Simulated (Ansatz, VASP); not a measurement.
## One calculation of YSi2Ir2, two programs

Contents of INCAR:

```
SYSTEM = YSi2Ir2
PREC = Accurate
ENCUT = 520
EDIFF = 1E-6
ISMEAR = 1
SIGMA = 0.1
LREAL = .FALSE.
LASPH = .TRUE.
NELM = 60
ALGO = Normal
ISIF = 2
LWAVE = .FALSE.
LCHARG = .TRUE.
LELF = .TRUE.
LVHAR = .TRUE.
NBANDS = 48
```

KPOINTS

```
Automatic mesh
0
G
  7 7 3
  0 0 0
```

File POSCAR:

```
YSi2Ir2
1.0
    4.0029697152      0.0000000000      0.0000000000
    0.0000000000      4.0029697152      0.0000000000
    0.0000000000      0.0000000000      9.5552224046
Y Si Ir
2 4 4
Direct
    0.5000000000      0.0000000000      0.2520000000
    0.0000000000      0.5000000000      0.7480000000
    0.0000000000      0.0000000000      0.5000000000
    0.5000000000      0.5000000000      0.5000000000
    0.5000000000      0.0000000000      0.8670000000
    0.0000000000      0.5000000000      0.1330000000
    0.0000000000      0.0000000000      0.0000000000
    0.5000000000      0.5000000000      0.0000000000
    0.5000000000      0.0000000000      0.6260000000
    0.0000000000      0.5000000000      0.3740000000
```

Input for Ansatz:

```yaml
crystal:
  lattice:
    - [4.0029697151856265, 0.0, 0.0]
    - [0.0, 4.0029697151856265, 0.0]
    - [0.0, 0.0, 9.555222404617949]
  atoms:
    - { symbol: "Y", position: [0.5, 0.0, 0.252] }
    - { symbol: "Y", position: [0.0, 0.5, 0.748] }
    - { symbol: Si, position: [0.0, 0.0, 0.5] }
    - { symbol: Si, position: [0.5, 0.5, 0.5] }
    - { symbol: Si, position: [0.5, 0.0, 0.867] }
    - { symbol: Si, position: [0.0, 0.5, 0.133] }
    - { symbol: Ir, position: [0.0, 0.0, 0.0] }
    - { symbol: Ir, position: [0.5, 0.5, 0.0] }
    - { symbol: Ir, position: [0.5, 0.0, 0.626] }
    - { symbol: Ir, position: [0.0, 0.5, 0.374] }
basis:
  ecutwfc: 470.0
kpoints:
  mp_grid:
    grid: [7, 7, 3]
hamiltonian:
  xc: lda
  pseudopotentials:
    kind: paw
scf:
  occupations:
    method: cold
    width: 0.1
output:
  stress: true
```

Alike in both runs: task single point; functional LDA; k mesh 7 × 7 × 3; no spin polarisation.

```csv
,VASP,Ansatz
version,VASP 6.6.1,Ansatz 0.2.0
potentials or method,"VASP PAW LDA potentials, release 64 (Y_sv, Si, Ir), cutoff 520 eV","plane waves, PAW"
occupations,"methfessel-paxton of order 1, width 0.1 eV","cold, width 0.1 eV"
valence electrons in the cell,74,106
```

|  | VASP | Ansatz | Ansatz less VASP |
| --- | --- | --- | --- |
| pressure (GPa) | 11.9 | 10.8 | -1.16 |
| traceless stress, the component that is largest in VASP (GPa) | -1.26 | -1.28 | -0.018 |

LDA's correlation is that of Perdew and Zunger in VASP and of Perdew and Wang (1992) in Ansatz. VASP's potentials hold 74 valence electrons a cell and Ansatz's 106, so a difference there can come from the potentials and not from the codes.

Spin-orbit coupling is off throughout.
